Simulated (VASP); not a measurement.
Write the native input for VASP 6.6.1 that does the following.

```yaml
Task: single point
Functional: PBE
Potentials_or_basis: VASP PAW PBE potentials, release 64 (Sb, B, Bi_d)
Cutoff: 500 eV
k_mesh: 6 × 6 × 4
Occupations: gaussian, width 0.01 eV
Spin: no spin polarisation
Dipole_correction: no
Further_INCAR_settings: ALGO = Normal; EDIFF = 1e-06; NBANDS = 21
```

The structure of BiB2Sb lies in POSCAR:

```
BiB2Sb
1.0
    3.7932038786      0.0000000000      0.0000000000
    0.0000000000      3.7932038786      0.0000000000
    0.0000000000      0.0000000000      5.3645596183
Sb B Bi
1 2 1
Direct
    0.0000000000      0.0000000000      0.0000000000
    0.0000000000      0.5000000000      0.7618180394
    0.5000000000      0.0000000000      0.2381819606
    0.5000000000      0.5000000000      0.5000000000
```

These files were run (other wordings do the same):

INCAR

```
PREC     = Accurate       # precision mode
ENCUT    = 500            # plane-wave cutoff, eV
EDIFF    = 1E-6           # SCF threshold, eV
ISMEAR   = 0              # smearing method
SIGMA    = 0.01           # smearing width, eV
LREAL    = F              # projectors in reciprocal space
LASPH    = T              # aspherical terms in the spheres
NELM     = 120            # most SCF steps
ALGO     = Normal         # electronic algorithm
ISIF     = 2              # what is computed and relaxed
LWAVE    = F              # write WAVECAR
LCHARG   = F              # write CHGCAR
GGA      = PE             # functional
NBANDS   = 21             # bands
GGA_COMPAT= F
```

KPOINTS

```
Automatic mesh
0
Gamma
  6 6 4
```

Potentials or basis: VASP PAW PBE potentials, release 64 (Sb, B, Bi_d).

Command:

```console
$ cat potpaw_PBE.64/Sb/POTCAR potpaw_PBE.64/B/POTCAR potpaw_PBE.64/Bi_d/POTCAR > POTCAR
$ mpirun -np 1 vasp_std > vasp.out
```

It gave:

```yaml
Pressure: 1.5 GPa
Largest_force: 0.035 eV/Å
Band_gap_on_the_k_mesh: 0.64 eV (least direct gap 0.85 eV)
```

Caveat: spin-orbit coupling is left out, which moves the levels of the heavy elements.

Run time: 33 s on 1 thread of Intel(R) Xeon(R) Platinum 8259CL CPU @ 2.50GHz (Skylake/Cascade Lake) (shared host), peak memory 0.21 GiB.
